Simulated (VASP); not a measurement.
# Pb (Pm-3m) in VASP: a series of runs

The runs below take Pb through single point, with PBE.

Everything below comes from runs of VASP 6.6.1. Logs are shortened: lines on timing, memory, paths and dates and some standing lists are left out, and cuts for length are marked.

### Step 1. The cell of the first run

Symmetry: Pm-3m, No. 221, cubic system. Conventional cell: a = 3.116 Å, b = 3.116 Å, c = 3.116 Å, α = 90.00°, β = 90.00°, γ = 90.00°. Within 4.1 Å of Pb (site symmetry m-3m) lie 6 Pb at 3.12 Å.

This isn't the form of Pb at room conditions, which is fcc.

### Step 2. Single point, PBE (30.26 Å³/atom)

Input file INCAR:

```
  ALGO = Normal
  EDIFF = 1E-6
  ENCUT = 520
  GGA = PE
  ISIF = 2
  ISMEAR = -1
  LASPH = T
  LCHARG = F
  LREAL = F
  LWAVE = F
  NBANDS = 13
  NELM = 60
  PREC = Accurate
  SIGMA = 0.1
```

Input file KPOINTS:

```
k-points
0
Gamma
  16 16 16
```

Input file POSCAR:

```
Pb
1.0
    3.1160660799      0.0000000000      0.0000000000
    0.0000000000      3.1160660799      0.0000000000
    0.0000000000      0.0000000000      3.1160660799
Pb
1
Direct
    0.0000000000      0.0000000000      0.0000000000
```

Potentials or basis: VASP PAW PBE potentials, release 64 (Pb_d).

On the command line:

```bash
cat potpaw_PBE.64/Pb_d/POTCAR > POTCAR
mpirun -np 1 vasp_std > vasp.out
```

OUTCAR:

```text
EDIFF = 1E-6
   ENCUT = 520
   GGA = PE
   ISIF = 2
   ISMEAR = -1
   LASPH = T
   LREAL = F
   NELM = 60
   PREC = Accurate

 ion  position               nearest neighbor table
   1  0.000  0.000  0.000-

  LATTYP: Found a simple cubic cell.
 ALAT       =     3.1160660799

  Lattice vectors:

 A1 = (   3.1160660799,   0.0000000000,   0.0000000000)
 A2 = (   0.0000000000,   3.1160660799,   0.0000000000)
 A3 = (   0.0000000000,   0.0000000000,   3.1160660799)

Analysis of symmetry for initial positions (statically):
=====================================================================
 Subroutine PRICEL returns:
 Original cell was already a primitive cell.

 Routine SETGRP: Setting up the symmetry group for a
 simple cubic supercell.

 Subroutine GETGRP returns: Found 48 space group operations
 (whereof 48 operations were pure point group operations)
 out of a pool of 48 trial point group operations.

The static configuration has the point symmetry O_h .

Analysis of symmetry for dynamics (positions and initial velocities):
=====================================================================
 Subroutine PRICEL returns:
 Original cell was already a primitive cell.

 Routine SETGRP: Setting up the symmetry group for a
 simple cubic supercell.

 Subroutine GETGRP returns: Found 48 space group operations
 (whereof 48 operations were pure point group operations)
 out of a pool of 48 trial point group operations.

The dynamic configuration has the point symmetry O_h .

 Subroutine INISYM returns: Found 48 space group operations
 (whereof 48 operations are pure point group operations),
 and found     1 'primitive' translations

----------------------------------------------------------------------------------------

                                     Primitive cell

  volume of cell :      30.2566

  direct lattice vectors                    reciprocal lattice vectors
     3.116066080  0.000000000  0.000000000     0.320917456  0.000000000  0.000000000
     0.000000000  3.116066080  0.000000000     0.000000000  0.320917456  0.000000000
     0.000000000  0.000000000  3.116066080     0.000000000  0.000000000  0.320917456

  length of vectors
     3.116066080  3.116066080  3.116066080     0.320917456  0.320917456  0.320917456

  position of ions in fractional coordinates (direct lattice)
     0.000000000  0.000000000  0.000000000

  ion indices of the primitive-cell ions
   primitive index   ion index
                 1           1

----------------------------------------------------------------------------------------

 KPOINTS: k-points

Automatic generation of k-mesh.
 Grid dimensions read from file:
 generate k-points for:   16   16   16

 Generating k-lattice:

  Cartesian coordinates                     Fractional coordinates (reciprocal lattice)
     0.020057341  0.000000000  0.000000000     0.062500000  0.000000000  0.000000000
     0.000000000  0.020057341  0.000000000     0.000000000  0.062500000  0.000000000
     0.000000000  0.000000000  0.020057341     0.000000000  0.000000000  0.062500000

  Length of vectors
     0.020057341  0.020057341  0.020057341

  Shift w.r.t. Gamma in fractional coordinates (k-lattice)
     0.000000000  0.000000000  0.000000000

 Subroutine IBZKPT returns following result:
 ===========================================

 Found    165 irreducible k-points:

 Following reciprocal coordinates:
            Coordinates               Weight
  0.000000  0.000000  0.000000      1.000000
  0.062500  0.000000  0.000000      6.000000
  0.125000  0.000000  0.000000      6.000000
  0.187500  0.000000  0.000000      6.000000
  0.250000  0.000000  0.000000      6.000000
  0.312500  0.000000  0.000000      6.000000
[... 16 lines left out ...]
  0.437500  0.125000  0.000000     24.000000
  0.500000  0.125000  0.000000     12.000000
 [... further k-points ...]
   k-points           NKPTS =    165   k-points in BZ     NKDIM =    165   number of bands    NBANDS=     13
   number of dos      NEDOS =    301   number of ions     NIONS =      1
   total plane-waves  NPLWV =  13824
   dimension x,y,z NGX =    24 NGY =   24 NGZ =   24
   dimension x,y,z NGXF=    48 NGYF=   48 NGZF=   48
   ions per type =               1
   NGX,Y,Z   is equivalent  to a cutoff of  12.80, 12.80, 12.80 a.u.
   NGXF,Y,Z  is equivalent  to a cutoff of  25.61, 25.61, 25.61 a.u.
 SYSTEM =  unknown system
   PREC   = accura    normal or accurate (medium, high low for compatibility)
   ISTART =      0    job   : 0-new  1-cont  2-samecut
   ICHARG =      2    charge: 1-file 2-atom 10-const
   ISPIN  =      1    spin polarized calculation?
   LNONCOLLINEAR =      F non collinear calculations
   LSORBIT =      F    spin-orbit coupling
   LASPH  =      T    aspherical Exc in radial PAW
   ENCUT  =  520.0 eV  38.22 Ry    6.18 a.u.   5.79  5.79  5.79*2*pi/ulx,y,z
   NELM   =     60;   NELMIN=  2; NELMDL= -5     # of ELM steps
   EDIFF  = 0.1E-05   stopping-criterion for ELM
   LREAL  =      F    real-space projection
   EDIFFG = 0.1E-04   stopping-criterion for IOM
   NSW    =      0    number of steps for IOM
   IBRION =     -1    ionic relax: 0-MD 1-quasi-New 2-CG
   NFREE  =      0    steps in history (QN), initial steepest desc. (CG)
   ISIF   =      2    stress and relaxation
   ISYM   =      2    0-nonsym 1-usesym 2-fastsym
   POTIM  = 0.5000    time-step for ionic-motion
   TEBEG  =    0.0;   TEEND  =   0.0 temperature during run
   PSTRESS=    0.0 pullay stress
   NELECT =      14.0000    total number of electrons
   NUPDOWN=      -1.0000    fix difference up-down
   EMIN   =  10.00;   EMAX   =-10.00  energy-range for DOS
   EFERMI =   0.00;   METHOD = LEGACY
   ISMEAR =    -1;   SIGMA  =   0.10  broadening in eV -4-tet -1-fermi 0-gaus
   EFERMI_NEDOS =   21; number of points for ismear=-14 and -15
   IALGO  =     38    algorithm
   IMIX   =      4    mixing-type and parameters
     AMIX     =   0.40;   BMIX     =  1.00
     AMIX_MAG =   1.60;   BMIX_MAG =  1.00
  volume/ion in A,a.u.               =      30.26       204.18
  Fermi-wavevector in a.u.,A,eV,Ry     =   1.266225  2.392818 21.814568  1.603326
  Thomas-Fermi vector in A             =   2.399437
   LORBIT       =      0    0 simple, 1 ext, 2 COOP (PROOUT), +10 PAW based schemes
   GGA     = PE    functional components
   LHFCALC =     F    Hartree Fock is set to
   AEXX    =    0.0000 exact exchange contribution
   IVDW    =     0    specifies the selected vdW correction
   LEPSILON=     F    determine dielectric tensor
   LRPA    =     F    only Hartree local field effects (RPA)
 non-spin polarized calculation
  energy-cutoff  :      520.00
  volume of cell :       30.26
 maximum number of plane-waves:       840
 NGX is ok and might be reduce to    24
   NGX = 11   NGY = 11   NGZ = 11

 number of electron      13.9999994 magnetization

 Free energy of the ion-electron system (eV)
  ---------------------------------------------------
  ext. energy  EPLUGINS =         0.00000000
  ---------------------------------------------------
  free energy    TOTEN  =        -3.30997214 eV

  energy without entropy =       -3.29061614  energy(sigma->0) =       -3.30029414

 E-fermi :   7.0972     XC(G=0): -10.0887

 val. band max:        7.0694097379   @ k =   0.5000   0.4375   0.4375
 cond. band min:       7.1219302745   @ k =   0.3125   0.3125   0.1875
 fundamental gap:      0.0525205366
 Fermi energy:         7.0972128566

 k-point     1 :       0.0000    0.0000    0.0000
  band No.  band energies     occupation
      1     -10.3389      2.00000
      2     -10.3389      2.00000
      3      -9.5618      2.00000
      4      -9.5618      2.00000
      5      -9.5618      2.00000
      6      -4.8351      2.00000
      7      12.4042      0.00000
      8      12.4042      0.00000
      9      12.4042      0.00000
     10      15.6782      0.00000
     11      16.9714      0.00000
     12      16.9714      0.00000
     13      25.6522      0.00000

 k-point     2 :       0.0625    0.0000    0.0000
  band No.  band energies     occupation
      1     -10.3372      2.00000
      2     -10.3174      2.00000
      3      -9.5701      2.00000
      4      -9.5701      2.00000
      5      -9.5611      2.00000
      6      -4.7736      2.00000
      7      11.5705      0.00000
      8      12.4779      0.00000
      9      12.4779      0.00000
     10      15.9847      0.00000
     11      16.9972      0.00000
     12      17.6167      0.00000
     13      25.2990      0.00000

 k-point     3 :       0.1250    0.0000    0.0000
  band No.  band energies     occupation
      1     -10.3325      2.00000
      2     -10.2563      2.00000
      3      -9.5935      2.00000
      4      -9.5935      2.00000
      5      -9.5592      2.00000
      6      -4.5886      2.00000
      7       9.9972      0.00000
      8      12.6945      0.00000
      9      12.6945      0.00000
     10      16.2437      0.00000
     11      17.0747      0.00000
     12      19.2855      0.00000
     13      24.4626      0.00000
[... 305 lines left out ...]
 k-point    23 :       0.4375    0.1250    0.0000
  band No.  band energies     occupation
      1     -10.2380      2.00000
      2      -9.8122      2.00000
      3      -9.7709      2.00000
      4      -9.7618      2.00000
      5      -9.5749      2.00000
      6      -1.9689      2.00000
      7       3.2242      2.00000
      8      12.5465      0.00000
      9      15.2432      0.00000
     10      16.4651      0.00000
     11      18.2188      0.00000
     12      20.4767      0.00000
     13      21.5368      0.00000

 k-point    24 :       0.5000    0.1250    0.0000
  band No.  band energies     occupation
      1     -10.2362      2.00000
      2      -9.8206      2.00000
      3      -9.7696      2.00000
      4      -9.7508      2.00000
      5      -9.5742      2.00000
      6      -1.7385      2.00000
      7       2.8497      2.00000
      8      12.7572      0.00000
      9      15.4049      0.00000
     10      16.1687      0.00000
     11      18.3871      0.00000
     12      20.1987      0.00000
     13      21.2961      0.00000

 [... further k-points ...]
[... 5 lines left out ...]
  --------------------------------------------------------------------------------------
  -------------------------------------------------------------------------------------
  Total        1.1788243      1.1788243      1.1788243      0.0000000     -0.0000000     -0.0000000
  in kB       62.4222869     62.4222869     62.4222869      0.0000000     -0.0000000     -0.0000000
  external PRESSURE =      62.4222869 kB  Pullay stress =       0.0000000 kB

 VOLUME and BASIS-vectors are now :
 -----------------------------------------------------------------------------
  energy-cutoff  :      520.00
  volume of cell :       30.26
      direct lattice vectors                 reciprocal lattice vectors
     3.116066080  0.000000000  0.000000000     0.320917456  0.000000000  0.000000000
     0.000000000  3.116066080  0.000000000     0.000000000  0.320917456  0.000000000
     0.000000000  0.000000000  3.116066080     0.000000000  0.000000000  0.320917456

 POSITION                                       TOTAL-FORCE (eV/Angst)
 -----------------------------------------------------------------------------------
      0.00000      0.00000      0.00000         0.000000      0.000000      0.000000
 -----------------------------------------------------------------------------------
    total drift:                                0.000000     -0.000000      0.000000

  FREE ENERGIE OF THE ION-ELECTRON SYSTEM (eV)
  ---------------------------------------------------
  free  energy   TOTEN  =        -3.3099721367 eV

  energy  without entropy=       -3.2906161440  energy(sigma->0) =       -3.30029414
```

It took 44 s on 1 thread of Intel Xeon Platinum 8259CL at 2.50GHz (Skylake/Cascade Lake), shared host; peak memory 0.18 GiB.

What came out:

* Free energy: -3.3100 eV
* Pressure: 6.2 GPa
* Band gap on the k mesh: zero (bands 7 and 8 overlap by 7.41 eV)

Levels at points of the mesh, in eV from the Fermi level:
```tsv
k point	band 3	band 4	band 5	band 6	band 7	band 8	band 9	band 10	band 11	band 12
(0.00, 0.00, 0.00)	-16.66	-16.66	-16.66	-11.93	5.31	5.31	5.31	8.58	9.87	9.87
(0.50, 0.00, 0.00)	-16.87	-16.87	-16.64	-9.06	-4.51	7.98	7.98	11.03	11.09	12.89
(0.50, 0.50, 0.00)	-16.84	-16.84	-16.42	-6.29	-2.10	-2.10	3.46	11.05	13.26	13.26
(0.50, 0.50, 0.50)	-17.13	-16.40	-16.40	-3.41	0.24	0.24	0.24	6.55	6.64	6.64
```

Caveat: the cell stands under pressure; spin-orbit coupling is left out, which moves the levels of the heavy elements.

### Step 3. Single point, PBE (31.63 Å³/atom)

This run uses another cell than the first one, of 31.63 Å³/atom.

Input file INCAR:

```
SYSTEM = Pb
ALGO = Normal ; EDIFF = 1E-6
ENCUT = 520 ; GGA = PE
ISIF = 2 ; ISMEAR = -1
LASPH = .TRUE. ; LCHARG = .FALSE.
LREAL = .FALSE. ; LWAVE = .FALSE.
NBANDS = 13 ; NELM = 100
PREC = Accurate ; SIGMA = 0.1
```

Input file KPOINTS:

```
k-points
0
G
  16 16 16
  0 0 0
```

Input file POSCAR:

```
Pb
1.0
    3.1625813866      0.0000000000      0.0000000000
    0.0000000000      3.1625813866      0.0000000000
    0.0000000000      0.0000000000      3.1625813866
Pb
1
Direct
    0.0000000000      0.0000000000      0.0000000000
```

Potentials or basis: VASP PAW PBE potentials, release 64 (Pb_d).

On the command line:

```bash
cat potpaw_PBE.64/Pb_d/POTCAR > POTCAR
mpirun -np 1 vasp_std > vasp.out
```

It took 49 s on 1 thread of Intel Xeon Platinum 8259CL at 2.50GHz (Skylake/Cascade Lake), shared host; peak memory 0.18 GiB.

The run converged. Its results:

```yaml
Free_energy: -3.3527 eV
Pressure: 3.7 GPa
Band_gap_on_the_k_mesh: zero (bands 7 and 8 overlap by 7.12 eV)
```

Levels at points of the mesh, in eV from the Fermi level:
| k point | band 5 | band 6 | band 7 | band 8 | band 9 | band 10 |
| --- | --- | --- | --- | --- | --- | --- |
| (0.00, 0.00, 0.00) | -16.65 | -11.62 | 5.15 | 5.15 | 5.15 | 8.26 |
| (0.50, 0.00, 0.00) | -16.63 | -8.96 | -4.27 | 7.66 | 7.66 | 10.88 |
| (0.50, 0.50, 0.00) | -16.43 | -6.38 | -1.97 | -1.97 | 3.48 | 10.49 |
| (0.50, 0.50, 0.50) | -16.42 | -3.71 | 0.25 | 0.25 | 0.25 | 6.54 |

Caveat: the cell stands under pressure; spin-orbit coupling is left out, which moves the levels of the heavy elements.
